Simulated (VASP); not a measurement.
A run of VASP 6.6.1 is set up as follows.

File INCAR:

```
SYSTEM = BeS
PREC     = Accurate       ! precision mode
ENCUT    = 600            ! plane-wave cutoff, eV
EDIFF    = 1E-6           ! SCF threshold, eV
ISMEAR   = 0              ! smearing method
SIGMA    = 0.01           ! smearing width, eV
LREAL    = .False.        ! projectors in reciprocal space
LASPH    = .True.         ! aspherical terms in the spheres
NELM     = 120            ! most SCF steps
ALGO     = Normal         ! electronic algorithm
ISIF     = 2              ! what is computed and relaxed
LWAVE    = .False.        ! write WAVECAR
LCHARG   = .True.         ! write CHGCAR
GGA      = PS             ! functional
LELF     = .True.         ! ELF
LVHAR    = .True.       
NBANDS   = 11             ! bands
GGA_COMPAT= .False.
```

KPOINTS

```
Automatic mesh
0
Gamma
  8 8 8
  0 0 0
```

POSCAR

```
BeS
1.0
    0.0000000000      2.4188308203      2.4188308203
    2.4188308203      0.0000000000      2.4188308203
    2.4188308203      2.4188308203      0.0000000000
Be S
1 1
Direct
    0.0000000000      0.0000000000      0.0000000000
    0.2500000000      0.2500000000      0.2500000000
```

Potentials or basis: VASP PAW PBE potentials, release 64 (Be, S).

The run is started by

```console
$ cat potpaw_PBE.64/Be/POTCAR potpaw_PBE.64/S/POTCAR > POTCAR
$ mpirun -np 1 vasp_std > vasp.out
```

**Question.** Predict the pressure.

**Answer.** 0.2 GPa.

**Question.** Predict the band gap on the k mesh.

**Answer.** 2.91 eV (least direct gap 5.61 eV).

Caveat: the PAW data sets were made with another functional, which shifts forces and pressure a little. A k mesh can miss the band edges.
